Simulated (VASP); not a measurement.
Write the native input for VASP 6.6.1 that does the following.

```
Task                   : single point
Functional             : PBEsol
Potentials or basis    : VASP PAW PBE potentials, release 64 (C, Si)
Cutoff                 : 520 eV
k mesh                 : 8 × 8 × 8
Occupations            : methfessel-paxton, width 0.001 eV
Spin                   : no spin polarisation
Dipole correction      : no
Further INCAR settings : ALGO = Normal; EDIFF = 1e-06; NBANDS = 16
```

The structure of SiC3 lies in POSCAR:

```
SiC3
1.0
    1.4154339595      0.8172011775      4.6700734293
   -1.4154339595      0.8172011775      4.6700734293
    0.0000000000     -1.6344023551      4.6700734293
C Si
3 1
Direct
    1.0082378924      0.0082378924      0.0082378924
    0.4889604674      0.4889604674      0.4889604674
    0.3791724033      0.3791724033      0.3791724033
    0.8736292368      0.8736292368      0.8736292368
```

The input as run:

INCAR

```
  PREC = Accurate
  ENCUT = 520
  EDIFF = 1E-6
  ISMEAR = 1
  SIGMA = 0.001
  LREAL = False
  LASPH = True
  NELM = 80
  ALGO = Normal
  ISIF = 2
  LWAVE = False
  LCHARG = False
  GGA = PS
  NBANDS = 16
```

KPOINTS

```
regular mesh
0
Gamma
  8 8 8
```

Potentials or basis: VASP PAW PBE potentials, release 64 (C, Si).

Launch:

```console
$ cat potpaw_PBE.64/C/POTCAR potpaw_PBE.64/Si/POTCAR > POTCAR
$ mpirun -np 1 vasp_std > vasp.out
```

Results of the run:

```json
{"Pressure": "-0.9 GPa", "Largest force": "0.431 eV/Å", "Band gap on the k mesh": "1.45 eV, indirect (least direct gap 3.08 eV)"}
```

Caveat: the PAW data sets were made with another functional, which shifts forces and pressure a little.

Wall time 60 s on 1 thread of Intel(R) Xeon(R) Platinum 8488C (Sapphire Rapids) (shared host), peak memory 0.22 GiB.
